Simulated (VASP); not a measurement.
Write the native input for VASP 6.6.1 that does the following.

```yaml
Task: single point
Functional: PBE
Potentials_or_basis: VASP PAW PBE potentials, release 64 (W_sv, Se)
Cutoff: 520 eV
k_mesh: 12 × 12 × 4
Occupations: fermi-dirac, width 0.02 eV
Spin: no spin polarisation
Dipole_correction: no
Further_INCAR_settings: ALGO = Normal; EDIFF = 1e-06; NBANDS = 20
```

The structure of WSe2 lies in POSCAR:

```
WSe2
1.0
    3.2039016103      0.0000000000      0.0000000000
   -1.6019508051      2.7746601857      0.0000000000
    0.0000000000      0.0000000000      7.1842669523
W Se
1 2
Direct
    0.0000000000      0.0000000000      0.0000000000
    0.3333333333      0.6666666667      0.2366526854
    0.3333333333      0.6666666667      0.7633473146
```

This cell differs from its parent crystal: biaxial xy strain -2.8%.

One way to write it, as run:

INCAR

```
PREC     = Accurate       # precision mode
ENCUT    = 520            # plane-wave cutoff, eV
EDIFF    = 1E-6           # SCF threshold, eV
ISMEAR   = -1             # smearing method
SIGMA    = 0.02           # smearing width, eV
LREAL    = False          # projectors in reciprocal space
LASPH    = True           # aspherical terms in the spheres
NELM     = 60             # most SCF steps
ALGO     = Normal         # electronic algorithm
ISIF     = 2              # what is computed and relaxed
LWAVE    = False          # write WAVECAR
LCHARG   = False          # write CHGCAR
GGA      = PE             # functional
NBANDS   = 20             # bands
```

KPOINTS

```
Automatic mesh
0
Gamma
  12 12 4
```

Potentials or basis: VASP PAW PBE potentials, release 64 (W_sv, Se).

Run with:

```bash
$ cat potpaw_PBE.64/W_sv/POTCAR potpaw_PBE.64/Se/POTCAR > POTCAR
$ mpirun -np 1 vasp_std > vasp.out
```

Results of the run:

| Quantity | Value |
| --- | --- |
| Pressure | 8.3 GPa |
| Largest force | 0.374 eV/Å |
| Band gap on the k mesh | 1.21 eV (least direct gap 1.95 eV) |

Caveat: the cell differs from its parent crystal (biaxial xy strain -2.8%); the cell stands under pressure; spin-orbit coupling is left out, which moves the levels of the heavy elements; this functional lacks dispersion, which binds the layers, so the pressure and a relaxed spacing across them are unreliable.

It took 45 s on 1 thread of Intel Xeon 8259CL, on a shared host, peak memory 0.22 GiB.
